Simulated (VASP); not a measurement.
Runs of VASP 6.6.1 on GaP. The structure is that of space group F-43m (No. 216), or close to it. The cells are those of the table. 

```csv
level,cell,k mesh,gap on the mesh (eV),pressure (GPa)
PBE,"a = 3.931 Å, angles 60.0°, 2 atoms",6 × 6 × 6,1.34,-2.1
PBE,"a = 3.969 Å, angles 60.0°, 2 atoms",6 × 6 × 6,1.11,(b)
PBE,"a = 3.854 Å, angles 60.0°, 2 atoms",8 × 8 × 8,1.64,2.5
r2SCAN,"a = 3.930 Å, angles 60.0°, 2 atoms",6 × 6 × 6,1.84,-4.5
r2SCAN,"a = 3.854 Å, angles 60.0°, 2 atoms",8 × 8 × 8,(c),0.0
r2SCAN,"a = 3.854 Å, angles 60.0°, 2 atoms",6 × 6 × 6,1.91,0.0
r2SCAN,"a = 3.776 Å, angles 60.0°, 2 atoms",6 × 6 × 6,1.77,(a)
PBE,"a = 3.853 Å, angles 60.0°, 2 atoms",6 × 6 × 6,1.65,2.6
```

Alike in all rows: task single point; potentials or basis VASP PAW PBE potentials, release 64 (Ga_d, P); no spin polarisation; cutoff (eV) 520; smearing gaussian 0.01 eV.

Task: Estimate the missing entries.

Result: (a) 6.3; (b) -3.9; (c) 1.90.

Caveats: the PAW data sets were made with another functional, which shifts forces and pressure a little (some runs).

A k mesh can miss the band edges, and the runs leave out spin-orbit coupling on Ga.
